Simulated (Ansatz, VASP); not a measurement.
One calculation of ZnAu, two programs

```
CELL_PARAMETERS angstrom
3.14700 0.00000 0.00000
0.00000 3.14700 0.00000
0.00000 0.00000 3.14700
ATOMIC_POSITIONS crystal
Zn 0.50000 0.50000 0.50000
Au 0.00000 0.00000 0.00000
```

Alike in both runs: task relaxation of cell and atoms; functional PBE; k mesh 14 × 14 × 14; occupations gaussian, width 0.1 eV; no spin polarisation.

```csv
,VASP,Ansatz
version,VASP 6.6.1,Ansatz 0.2.0
potentials or method,"VASP PAW PBE potentials, release 64 (Zn, Au), cutoff 600 eV","scalar-relativistic, plane waves, PAW"
valence electrons in the cell,23,31
```

VASP gave:

* gap on the k mesh at the Fermi level, each at its own relaxed structure (eV): none
* relaxed volume (Å³/atom): 16.19
* relaxed cell length with the largest relative difference (Å): 3.188

Problem. Which values does Ansatz return?

Solution. gap on the k mesh at the Fermi level, each at its own relaxed structure (eV): none; relaxed volume (Å³/atom): 16.18; relaxed cell length with the largest relative difference (Å): 3.187.

A gap of «none» marks a metal or a gap that the smearing closes. VASP's potentials hold 23 valence electrons a cell and Ansatz's 31, so a difference there can come from the potentials and not from the codes.

Spin-orbit coupling is off throughout.
